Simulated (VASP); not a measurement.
# Ir (Fm-3m) in VASP: further runs

Ir is run at these levels: LDA; tasks: single point, relaxation of cell and atoms.

Everything below comes from runs of VASP 6.6.1. Logs are shortened: lines on timing, memory, paths and dates and some standing lists are left out, and cuts for length are marked.

## (1) The cell of the first run

The structure is cubic, space group Fm-3m (No. 225). The conventional cell has a = 3.812 Å, b = 3.812 Å, c = 3.812 Å, α = 90.00°, β = 90.00°, γ = 90.00°. Within 3.6 Å of Ir (site symmetry m-3m) lie 12 Ir at 2.70 Å.

## (2) Single point, LDA

The input, INCAR:

```
SYSTEM = Ir
PREC = Accurate ; ENCUT = 520
EDIFF = 1E-6 ; ISMEAR = -1
SIGMA = 0.1 ; LREAL = .FALSE.
LASPH = .TRUE. ; NELM = 60
ALGO = Normal ; ISIF = 2
LWAVE = .FALSE. ; LCHARG = .FALSE.
NBANDS = 10
```

The input, KPOINTS:

```
regular mesh
0
G
  19 19 19
  0 0 0
```

The input, POSCAR:

```
Ir
1.0
    0.0000000000      1.9060896685      1.9060896685
    1.9060896685      0.0000000000      1.9060896685
    1.9060896685      1.9060896685      0.0000000000
Ir
1
Direct
    0.0000000000      0.0000000000      0.0000000000
```

Potentials or basis: VASP PAW LDA potentials, release 64 (Ir).

Run with:

```console
$ cat potpaw_LDA.64/Ir/POTCAR > POTCAR
$ mpirun -np 1 vasp_std > vasp.out
```

OUTCAR:

```text
SYSTEM = Ir
   PREC = Accurate
   ENCUT = 520
   EDIFF = 1E-6
   ISMEAR = -1
   LREAL = .FALSE.
   LASPH = .TRUE.
   NELM = 60
   ISIF = 2

 ion  position               nearest neighbor table
   1  0.000  0.000  0.000-

  LATTYP: Found a face centered cubic cell.
 ALAT       =     3.8121793370

  Lattice vectors:

 A1 = (   0.0000000000,   1.9060896685,   1.9060896685)
 A2 = (   1.9060896685,   0.0000000000,   1.9060896685)
 A3 = (   1.9060896685,   1.9060896685,   0.0000000000)

Analysis of symmetry for initial positions (statically):
=====================================================================
 Subroutine PRICEL returns:
 Original cell was already a primitive cell.

 Routine SETGRP: Setting up the symmetry group for a
 face centered cubic supercell.

 Subroutine GETGRP returns: Found 48 space group operations
 (whereof 48 operations were pure point group operations)
 out of a pool of 48 trial point group operations.

The static configuration has the point symmetry O_h .

Analysis of symmetry for dynamics (positions and initial velocities):
=====================================================================
 Subroutine PRICEL returns:
 Original cell was already a primitive cell.

 Routine SETGRP: Setting up the symmetry group for a
 face centered cubic supercell.

 Subroutine GETGRP returns: Found 48 space group operations
 (whereof 48 operations were pure point group operations)
 out of a pool of 48 trial point group operations.

The dynamic configuration has the point symmetry O_h .

 Subroutine INISYM returns: Found 48 space group operations
 (whereof 48 operations are pure point group operations),
 and found     1 'primitive' translations

----------------------------------------------------------------------------------------

                                     Primitive cell

  volume of cell :      13.8503

  direct lattice vectors                    reciprocal lattice vectors
     0.000000000  1.906089668  1.906089668    -0.262317145  0.262317145  0.262317145
     1.906089668  0.000000000  1.906089668     0.262317145 -0.262317145  0.262317145
     1.906089668  1.906089668  0.000000000     0.262317145  0.262317145 -0.262317145

  length of vectors
     2.695617860  2.695617860  2.695617860     0.454346623  0.454346623  0.454346623

  position of ions in fractional coordinates (direct lattice)
     0.000000000  0.000000000  0.000000000

  ion indices of the primitive-cell ions
   primitive index   ion index
                 1           1

----------------------------------------------------------------------------------------

 KPOINTS: regular mesh

Automatic generation of k-mesh.
 Grid dimensions read from file:
 generate k-points for:   19   19   19

 Generating k-lattice:

  Cartesian coordinates                     Fractional coordinates (reciprocal lattice)
    -0.013806166  0.013806166  0.013806166     0.052631579  0.000000000  0.000000000
     0.013806166 -0.013806166  0.013806166     0.000000000  0.052631579  0.000000000
     0.013806166  0.013806166 -0.013806166     0.000000000  0.000000000  0.052631579

  Length of vectors
     0.023912980  0.023912980  0.023912980

  Shift w.r.t. Gamma in fractional coordinates (k-lattice)
     0.000000000  0.000000000  0.000000000

 Subroutine IBZKPT returns following result:
 ===========================================

 Found    220 irreducible k-points:

 Following reciprocal coordinates:
            Coordinates               Weight
  0.000000  0.000000  0.000000      1.000000
  0.052632  0.000000  0.000000      8.000000
  0.105263  0.000000  0.000000      8.000000
  0.157895  0.000000  0.000000      8.000000
  0.210526  0.000000  0.000000      8.000000
  0.263158  0.000000  0.000000      8.000000
[... 16 lines left out ...]
 -0.315789  0.052632  0.000000     24.000000
 -0.263158  0.052632  0.000000     24.000000
 [... further k-points ...]
   k-points           NKPTS =    220   k-points in BZ     NKDIM =    220   number of bands    NBANDS=     10
   number of dos      NEDOS =    301   number of ions     NIONS =      1
   total plane-waves  NPLWV =   8000
   dimension x,y,z NGX =    20 NGY =   20 NGZ =   20
   dimension x,y,z NGXF=    40 NGYF=   40 NGZF=   40
   ions per type =               1
   NGX,Y,Z   is equivalent  to a cutoff of  12.33, 12.33, 12.33 a.u.
   NGXF,Y,Z  is equivalent  to a cutoff of  24.67, 24.67, 24.67 a.u.
 SYSTEM =  Ir
   PREC   = accura    normal or accurate (medium, high low for compatibility)
   ISTART =      0    job   : 0-new  1-cont  2-samecut
   ICHARG =      2    charge: 1-file 2-atom 10-const
   ISPIN  =      1    spin polarized calculation?
   LNONCOLLINEAR =      F non collinear calculations
   LSORBIT =      F    spin-orbit coupling
   LASPH  =      T    aspherical Exc in radial PAW
   ENCUT  =  520.0 eV  38.22 Ry    6.18 a.u.   5.01  5.01  5.01*2*pi/ulx,y,z
   NELM   =     60;   NELMIN=  2; NELMDL= -5     # of ELM steps
   EDIFF  = 0.1E-05   stopping-criterion for ELM
   LREAL  =      F    real-space projection
   EDIFFG = 0.1E-04   stopping-criterion for IOM
   NSW    =      0    number of steps for IOM
   IBRION =     -1    ionic relax: 0-MD 1-quasi-New 2-CG
   NFREE  =      0    steps in history (QN), initial steepest desc. (CG)
   ISIF   =      2    stress and relaxation
   ISYM   =      2    0-nonsym 1-usesym 2-fastsym
   POTIM  = 0.5000    time-step for ionic-motion
   TEBEG  =    0.0;   TEEND  =   0.0 temperature during run
   PSTRESS=    0.0 pullay stress
   NELECT =       9.0000    total number of electrons
   NUPDOWN=      -1.0000    fix difference up-down
   EMIN   =  10.00;   EMAX   =-10.00  energy-range for DOS
   EFERMI =   0.00;   METHOD = LEGACY
   ISMEAR =    -1;   SIGMA  =   0.10  broadening in eV -4-tet -1-fermi 0-gaus
   EFERMI_NEDOS =   21; number of points for ismear=-14 and -15
   IALGO  =     38    algorithm
   IMIX   =      4    mixing-type and parameters
     AMIX     =   0.40;   BMIX     =  1.00
     AMIX_MAG =   1.60;   BMIX_MAG =  1.00
  volume/ion in A,a.u.               =      13.85        93.47
  Fermi-wavevector in a.u.,A,eV,Ry     =   1.417976  2.679587 27.356651  2.010657
  Thomas-Fermi vector in A             =   2.539150
   LORBIT       =      0    0 simple, 1 ext, 2 COOP (PROOUT), +10 PAW based schemes
   GGA     = CA    functional components
   LHFCALC =     F    Hartree Fock is set to
   AEXX    =    0.0000 exact exchange contribution
   IVDW    =     0    specifies the selected vdW correction
   LEPSILON=     F    determine dielectric tensor
   LRPA    =     F    only Hartree local field effects (RPA)
 non-spin polarized calculation
  energy-cutoff  :      520.00
  volume of cell :       13.85
 maximum number of plane-waves:       381
   NGX =  9   NGY =  9   NGZ =  9

 number of electron       9.0000001 magnetization

 Free energy of the ion-electron system (eV)
  ---------------------------------------------------
  ext. energy  EPLUGINS =         0.00000000
  ---------------------------------------------------
  free energy    TOTEN  =       -10.33573185 eV

  energy without entropy =      -10.30190387  energy(sigma->0) =      -10.31881786

 E-fermi :  10.6688     XC(G=0): -14.2619

 val. band max:       10.6688480674   @ k =  -0.1579   0.1579   0.0526
 cond. band min:      10.6725032681   @ k =   0.4737   0.3684   0.0000
 fundamental gap:      0.0036552007
 Fermi energy:        10.6688488674

 k-point     1 :       0.0000    0.0000    0.0000
  band No.  band energies     occupation
      1      -0.6473      2.00000
      2       6.6445      2.00000
      3       6.6445      2.00000
      4       6.6445      2.00000
      5       9.4642      1.99999
      6       9.4642      1.99999
      7      24.9862      0.00000
      8      30.6527      0.00000
      9      30.6527      0.00000
     10      30.6527      0.00000

 k-point     2 :       0.0526    0.0000    0.0000
  band No.  band energies     occupation
      1      -0.5206      2.00000
      2       6.5757      2.00000
      3       6.7004      2.00000
      4       6.7004      2.00000
      5       9.4270      1.99999
      6       9.4270      1.99999
      7      25.2088      0.00000
      8      29.9789      0.00000
      9      30.8639      0.00000
     10      30.8639      0.00000

 k-point     3 :       0.1053    0.0000    0.0000
  band No.  band energies     occupation
      1      -0.1527      2.00000
      2       6.3968      2.00000
      3       6.8494      2.00000
      4       6.8494      2.00000
      5       9.3418      2.00000
      6       9.3418      2.00000
      7      25.8268      0.00000
      8      28.6238      0.00000
      9      31.4804      0.00000
     10      31.4804      0.00000

 k-point     4 :       0.1579    0.0000    0.0000
  band No.  band energies     occupation
      1       0.4156      2.00000
      2       6.1854      2.00000
      3       7.0281      2.00000
      4       7.0281      2.00000
      5       9.2917      2.00000
      6       9.2917      2.00000
      7      26.5930      0.00000
      8      27.2566      0.00000
      9      32.4515      0.00000
     10      32.4515      0.00000

 k-point     5 :       0.2105    0.0000    0.0000
  band No.  band energies     occupation
      1       1.0971      2.00000
      2       6.0662      2.00000
      3       7.1297      2.00000
      4       7.1297      2.00000
      5       9.4019      1.99999
      6       9.4019      1.99999
      7      25.6338      0.00000
      8      27.5285      0.00000
      9      33.6862      0.00000
     10      33.6862      0.00000

 k-point     6 :       0.2632    0.0000    0.0000
  band No.  band energies     occupation
      1       1.7373      2.00000
      2       6.2153      2.00000
      3       7.0854      2.00000
      4       7.0854      2.00000
      5       9.7467      1.99980
      6       9.7467      1.99980
      7      24.2105      0.00000
      8      27.5162      0.00000
      9      34.8631      0.00000
     10      34.8701      0.00000

 k-point     7 :       0.3158    0.0000    0.0000
  band No.  band energies     occupation
      1       2.1600      2.00000
      2       6.8004      2.00000
      3       6.9388      2.00000
      4       6.9388      2.00000
      5      10.2653      1.96525
      6      10.2653      1.96525
      7      22.6875      0.00000
      8      26.6412      0.00000
      9      34.0637      0.00000
     10      34.0637      0.00000

 k-point     8 :       0.3684    0.0000    0.0000
  band No.  band energies     occupation
      1       2.3299      2.00000
      2       6.7698      2.00000
      3       6.7698      2.00000
      4       7.7993      2.00000
      5      10.8306      0.33112
      6      10.8306      0.33112
      7      21.0280      0.00000
      8      25.6304      0.00000
      9      32.5179      0.00000
     10      32.5179      0.00000

 k-point     9 :       0.4211    0.0000    0.0000
  band No.  band energies     occupation
      1       2.3577      2.00000
      2       6.6332      2.00000
      3       6.6332      2.00000
      4       8.9481      2.00000
      5      11.3114      0.00323
      6      11.3114      0.00323
      7      19.4204      0.00000
      8      24.9200      0.00000
      9      31.3330      0.00000
     10      31.3330      0.00000
[... 118 lines left out ...]
 k-point    19 :       0.4737    0.0526    0.0000
  band No.  band energies     occupation
      1       2.4571      2.00000
      2       6.4646      2.00000
      3       6.6774      2.00000
      4       9.1053      2.00000
      5      11.6230      0.00014
      6      11.9592      0.00000
      7      18.5520      0.00000
      8      24.8619      0.00000
      9      30.5267      0.00000
     10      30.8176      0.00000

 k-point    20 :      -0.4737    0.0526    0.0000
  band No.  band energies     occupation
      1       2.4522      2.00000
      2       6.4503      2.00000
      3       6.6384      2.00000
      4       9.3929      1.99999
      5      11.5741      0.00023
      6      12.2445      0.00000
      7      18.1354      0.00000
      8      24.7551      0.00000
      9      30.3206      0.00000
     10      30.6189      0.00000

 k-point    21 :      -0.4211    0.0526    0.0000
  band No.  band energies     occupation
      1       2.4635      2.00000
      2       6.5168      2.00000
      3       6.6759      2.00000
      4       8.9071      2.00000
      5      11.2467      0.00617
      6      12.0401      0.00000
      7      18.9455      0.00000
      8      24.9729      0.00000
      9      30.4319      0.00000
     10      31.3386      0.00000

 k-point    22 :      -0.3684    0.0526    0.0000
  band No.  band energies     occupation
      1       2.4600      2.00000
      2       6.6517      2.00000
      3       6.7857      2.00000
      4       7.9279      2.00000
      5      10.7161      0.76784
      6      11.5706      0.00024
      7      20.4875      0.00000
      8      25.5304      0.00000
      9      31.0942      0.00000
     10      32.6174      0.00000

 k-point    23 :      -0.3158    0.0526    0.0000
  band No.  band energies     occupation
      1       2.3544      2.00000
      2       6.7917      2.00000
      3       6.9491      2.00000
      4       6.9573      2.00000
      5      10.0954      1.99355
      6      10.9914      0.07644
      7      22.2135      0.00000
      8      26.4238      0.00000
      9      32.1119      0.00000
     10      34.3441      0.00000

 k-point    24 :      -0.2632    0.0526    0.0000
  band No.  band energies     occupation
      1       2.0205      2.00000
      2       6.2113      2.00000
      3       7.0276      2.00000
      4       7.1217      2.00000
      5       9.5094      1.99998
      6      10.4035      1.86845
      7      23.8267      0.00000
      8      27.4143      0.00000
      9      33.1009      0.00000
     10      34.3590      0.00000

 [... further k-points ...]
[... 5 lines left out ...]
  --------------------------------------------------------------------------------------
  -------------------------------------------------------------------------------------
  Total        0.2286996      0.2286996      0.2286996     -0.0000000     -0.0000000      0.0000000
  in kB       26.4555074     26.4555074     26.4555074     -0.0000000     -0.0000000      0.0000000
  external PRESSURE =      26.4555074 kB  Pullay stress =       0.0000000 kB

 VOLUME and BASIS-vectors are now :
 -----------------------------------------------------------------------------
  energy-cutoff  :      520.00
  volume of cell :       13.85
      direct lattice vectors                 reciprocal lattice vectors
     0.000000000  1.906089668  1.906089668    -0.262317145  0.262317145  0.262317145
     1.906089668  0.000000000  1.906089668     0.262317145 -0.262317145  0.262317145
     1.906089668  1.906089668  0.000000000     0.262317145  0.262317145 -0.262317145

 POSITION                                       TOTAL-FORCE (eV/Angst)
 -----------------------------------------------------------------------------------
      0.00000      0.00000      0.00000        -0.000000     -0.000000     -0.000000
 -----------------------------------------------------------------------------------
    total drift:                                0.000000      0.000000     -0.000000

  FREE ENERGIE OF THE ION-ELECTRON SYSTEM (eV)
  ---------------------------------------------------
  free  energy   TOTEN  =       -10.3357318473 eV

  energy  without entropy=      -10.3019038692  energy(sigma->0) =      -10.31881786
```

It took 18 s on 1 thread of Intel Xeon 8259CL, shared host; peak memory 0.14 GiB.

Results:

```yaml
Free_energy: -10.3357 eV
Pressure: 2.6 GPa
Band_gap_on_the_k_mesh: zero (an odd number of electrons rules out a gap without spin polarisation)
```

Levels at points of the mesh, in eV from the Fermi level:
```tsv
k point	band 2	band 3	band 4	band 5	band 6	band 7
(0.00, 0.00, 0.00)	-4.02	-4.02	-4.02	-1.20	-1.20	14.32
```

Caveat: spin-orbit coupling is left out, which moves the levels of the heavy elements.

(Continued in part 2 of 2.)
